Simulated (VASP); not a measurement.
ZnS: single point with PBEsol

ZnS:

```
CELL_PARAMETERS angstrom
3.75447 0.00000 0.00000
-1.87724 3.25147 0.00000
0.00000 0.00000 6.55005
ATOMIC_POSITIONS crystal
Zn 0.33333 0.66667 0.00544
Zn 0.66667 0.33333 0.50544
S 0.33333 0.66667 0.37956
S 0.66667 0.33333 0.87956
```

- Program: VASP 6.6.1
- Task: single point
- Functional: PBEsol
- Potentials or basis: VASP PAW PBE potentials, release 64 (Zn, S)
- Cutoff: 520 eV
- k mesh: 9 × 9 × 6
- Occupations: gaussian, width 0.05 eV
- Spin: no spin polarisation

The pressure is -2.3 GPa and the largest force is 0.235 eV/Å. The band gap on the k mesh is 1.80 eV.

Forces in eV/Å, atoms in the order of the input:
```
Zn   0.000  0.000  0.235
Zn   0.000  0.000  0.235
S    0.000  0.000 -0.235
S    0.000  0.000 -0.235
```

Stress tensor (GPa, compression positive):
```
 0.19  0.00  0.00
 0.00  0.19  0.00
 0.00  0.00 -7.20
```

Levels at points of the mesh, in eV from the valence-band top:
```
           k point  band 15  band 16  band 17  band 18  band 19  band 20  band 21  band 22
(0.00, 0.00, 0.00)    -0.72    -0.33     0.00     0.00     1.80     3.32     5.91     6.44
(0.00, 0.00, 0.50)    -0.37    -0.37    -0.37    -0.37     3.54     3.54     6.27     6.27
```

Run time: 110 s on 1 thread of Intel Xeon 8259CL (shared host), peak memory 0.24 GiB.

Caveat: the PAW data sets were made with another functional, which shifts forces and pressure a little.
